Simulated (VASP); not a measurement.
Input of a VASP 6.6.1 run:

POSCAR

```
Al6Ru
1.0
    3.7297716873     -3.2601280980      0.0000000000
    3.7297716873      3.2601280980      0.0000000000
    0.0000000000      0.0000000000      8.9130046800
Al Ru
12 2
Direct
    0.3190148800      0.3190148800      0.0000000000
    0.6809851200      0.6809851200      0.5000000000
    0.6809851200      0.6809851200      0.0000000000
    0.3190148800      0.3190148800      0.5000000000
    0.8571994000      0.1428006000      0.0984101400
    0.1428006000      0.8571994000      0.5984101400
    0.8571994000      0.1428006000      0.4015898600
    0.1428006000      0.8571994000      0.9015898600
    0.0210455800      0.6172270000      0.2500000000
    0.9789544200      0.3827730000      0.7500000000
    0.3827730000      0.9789544200      0.2500000000
    0.6172270000      0.0210455800      0.7500000000
    0.5350265800      0.4649734200      0.2500000000
    0.4649734200      0.5350265800      0.7500000000
```

File INCAR.step1:

```
SYSTEM = Al6Ru
PREC = Accurate
ENCUT = 520
ISMEAR = -1
SIGMA = 0.05
LREAL = .False.
LASPH = .True.
NELM = 100
NBANDS = 45
GGA = PE
ALGO = Normal
EDIFF = 1E-4
LWAVE = .True.
LCHARG = .False.
```

File INCAR.step2:

```
SYSTEM = Al6Ru
PREC = Accurate
ENCUT = 520
EDIFF = 1E-8
ISMEAR = -1
SIGMA = 0.05
LREAL = .False.
LASPH = .True.
NELM = 100
ALGO = Normal
ISIF = 2
LWAVE = .False.
LCHARG = .False.
METAGGA = R2SCAN
LMIXTAU = .True.
LEFG = .True.
NBANDS = 45
ISTART = 1
```

File KPOINTS:

```
regular mesh
0
Gamma
  7 7 4
  0 0 0
```

Potentials or basis: VASP PAW PBE potentials, release 64 (Al, Ru_pv).

Launch:

```bash
$ cat potpaw_PBE.64/Al/POTCAR potpaw_PBE.64/Ru_pv/POTCAR > POTCAR
$ cp INCAR.step1 INCAR
$ mpirun -np 1 vasp_std > vasp.out
$ cp INCAR.step2 INCAR
$ mpirun -np 1 vasp_std > vasp.out
```

Task: Estimate the pressure.

Result: 0.0 GPa.

Task: Predict the band gap on the k mesh.

Result: Zero (band 32 reaches 9.20 eV, above the bottom of band 33 at 8.81 eV).

Electric field gradients, principal values (V/Å²):
```tsv
atom	least	middle	greatest (by size)
1 Al	-6.798	-17.975	24.773
2 Al	-6.798	-17.975	24.773
3 Al	-6.798	-17.975	24.773
4 Al	-6.798	-17.975	24.773
5 Al	6.667	21.960	-28.627
6 Al	6.667	21.960	-28.627
7 Al	6.667	21.960	-28.627
8 Al	6.667	21.960	-28.627
9 Al	12.432	26.254	-38.685
10 Al	12.432	26.254	-38.685
11 Al	12.432	26.254	-38.685
12 Al	12.432	26.254	-38.685
13 Ru	-12.886	-13.480	26.366
14 Ru	-12.886	-13.480	26.366
```

Caveat: without QUAD_EFG the Cq values of the log hold for a quadrupole moment of 1 mb, not for the nuclei; the PAW data sets were made with another functional, which shifts forces and pressure a little.
